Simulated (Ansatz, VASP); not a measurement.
**One calculation of Al4Si, two programs**

The input INCAR:

```
PREC = Accurate ; ENCUT = 520
EDIFF = 1E-7 ; ISMEAR = -1
SIGMA = 0.1 ; LREAL = False
LASPH = True ; NELM = 100
ALGO = Normal ; ISIF = 2
LWAVE = False ; LCHARG = False
LDIPOL = True ; IDIPOL = 3
DIPOL = 0.5 0.5 0.500 ; GGA = PS
NBANDS = 16
```

Contents of KPOINTS:

```
Automatic mesh
0
Gamma
  13 9 1
```

POSCAR

```
Al4Si
1.0
    2.8388187244      0.0000000000      0.0000000000
    0.0000000000      4.0146959412      0.0000000000
    0.0000000000      0.0000000000     21.6776000000
Si Al
1 4
Direct
    0.0000000000      0.0000000000      0.3735785802
    0.5000000000      0.5000000000      0.4345880705
    0.0000000000      0.0000000000      0.4999999986
    0.5000000000      0.5000000000      0.5654119312
    0.0000000000      0.0000000000      0.6264214195
```

Input for Ansatz:

```yaml
crystal:
  lattice:
    - [2.8388187244, 0.0, 0.0]
    - [0.0, 4.0146959412, 0.0]
    - [0.0, 0.0, 21.6776]
  atoms:
    - { symbol: Si, position: [0.0, 0.0, 0.3735785802] }
    - { symbol: Al, position: [0.5, 0.5, 0.4345880705] }
    - { symbol: Al, position: [0.0, 0.0, 0.4999999986] }
    - { symbol: Al, position: [0.5, 0.5, 0.5654119312] }
    - { symbol: Al, position: [0.0, 0.0, 0.6264214195] }
kpoints:
  mp_grid: { grid: [13, 9, 1] }
scf:
  occupations: { method: fermi_dirac, width: 0.1 }
hamiltonian:
  xc: pbesol
  pseudopotentials: { kind: paw }
output:
  forces: true
  stress: true
  eigenvalues: true
efield:
  axis: 3
  amplitude: 0
  dipole_correction: true
```

Alike in both runs: task single point; functional PBEsol; k mesh 13 × 9 × 1; occupations fermi-dirac, width 0.1 eV; no spin polarisation.

```csv
,VASP,Ansatz
version,VASP 6.6.1,Ansatz 0.2.0
potentials or method,"VASP PAW PBE potentials, release 64 (Si, Al)","PAW with Ansatz's default frozen-core files, scalar-relativistic"
plane-wave cutoff (eV),520,420
valence electrons in the cell,16,16
```

|  | VASP | Ansatz | Ansatz less VASP |
| --- | --- | --- | --- |
| rms of the force components (eV/Å) | 0.249 | 0.249 | +0.0001 |

VASP's potentials were made for PBE, not for PBEsol. Atom by atom the forces differ by 0.002 eV/Å (rms over components). The functional is the same, so the differences come from potentials, cutoffs and numerics.
